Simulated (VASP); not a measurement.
A run of VASP 6.6.1 is set up as follows.

The input INCAR:

```
PREC     = Accurate       # precision mode
ENCUT    = 500            # plane-wave cutoff, eV
EDIFF    = 1E-6           # SCF threshold, eV
ISMEAR   = 0              # smearing method
SIGMA    = 0.01           # smearing width, eV
LREAL    = False          # projectors in reciprocal space
LASPH    = True           # aspherical terms in the spheres
NELM     = 120            # most SCF steps
ALGO     = Normal         # electronic algorithm
ISIF     = 2              # what is computed and relaxed
LWAVE    = False          # write WAVECAR
LCHARG   = True           # write CHGCAR
GGA      = PS             # functional
LELF     = True           # ELF
LVHAR    = True         
NBANDS   = 16             # bands
GGA_COMPAT= False
```

File KPOINTS:

```
Automatic mesh
0
Gamma
  6 6 6
```

The input POSCAR:

```
CdS
1.0
    0.0000000000      2.7894750496      2.7894750496
    2.7894750496      0.0000000000      2.7894750496
    2.7894750496      2.7894750496      0.0000000000
Cd S
1 1
Direct
    0.0000000000      0.0000000000      0.0000000000
    0.5000000000      0.5000000000      0.5000000000
```

Potentials or basis: VASP PAW PBE potentials, release 64 (Cd, S).

Command:

```bash
$ cat potpaw_PBE.64/Cd/POTCAR potpaw_PBE.64/S/POTCAR > POTCAR
$ mpirun -np 1 vasp_std > vasp.out
```

(1) Estimate the band gap on the k mesh.

(2) Estimate the pressure.

## Answers

(1) 0.13 eV, indirect (least direct gap 1.17 eV).

(2) -6.2 GPa.

Caveat: the PAW data sets were made with another functional, which shifts forces and pressure a little.
